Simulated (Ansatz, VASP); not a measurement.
Two plane-wave programs on Sr2ZrGeO6

```xyz
10
Lattice="0.0000 3.9990 3.9990 3.9990 0.0000 3.9990 3.9990 3.9990 0.0000" Properties=species:S:1:pos:R:3 pbc="T T T"
Sr    1.9995    1.9995    1.9995
Sr    5.9985    5.9985    5.9985
Zr    3.9990    3.9990    3.9990
Ge    0.0000    0.0000    0.0000
O     1.9187    3.9990    3.9459
O     6.0792    3.9990    3.9459
O     4.0520    1.9187    4.0520
O     4.0520    6.0792    4.0520
O     3.9459    3.9990    1.9187
O     3.9459    3.9990    6.0792
```

Change from the starting cell: mode 13 (246.2 1/cm) frozen in, largest displacement +0.075 Å.

Alike in both runs: task single point; functional PBE; k mesh 6 × 6 × 6; occupations gaussian, width 0.05 eV; no spin polarisation.

|  | VASP | Ansatz |
| --- | --- | --- |
| version | VASP 6.6.1 | Ansatz 0.2.0 |
| potentials or method | VASP PAW PBE potentials, release 64 (Sr_sv, Zr_sv, Ge_d, O), cutoff 520 eV | scalar-relativistic, plane waves, PAW |
| valence electrons in the cell | 82 | 82 |

Ansatz gave:

| Quantity | Value |
| --- | --- |
| gap on the k mesh at the Fermi level (eV) | 4.12 |
| least direct gap on the mesh (eV) | 4.20 |
| pressure (GPa) | 0.0 |
| traceless stress, the component that is largest in VASP (GPa) | -0.14 |
| rms of the force components (eV/Å) | 0.099 |

Which values does VASP return?

gap on the k mesh at the Fermi level (eV): 4.11; least direct gap on the mesh (eV): 4.19; pressure (GPa): 0.4; traceless stress, the component that is largest in VASP (GPa): -0.14; rms of the force components (eV/Å): 0.100.

Atom by atom the forces differ by 0.003 eV/Å (rms over components).
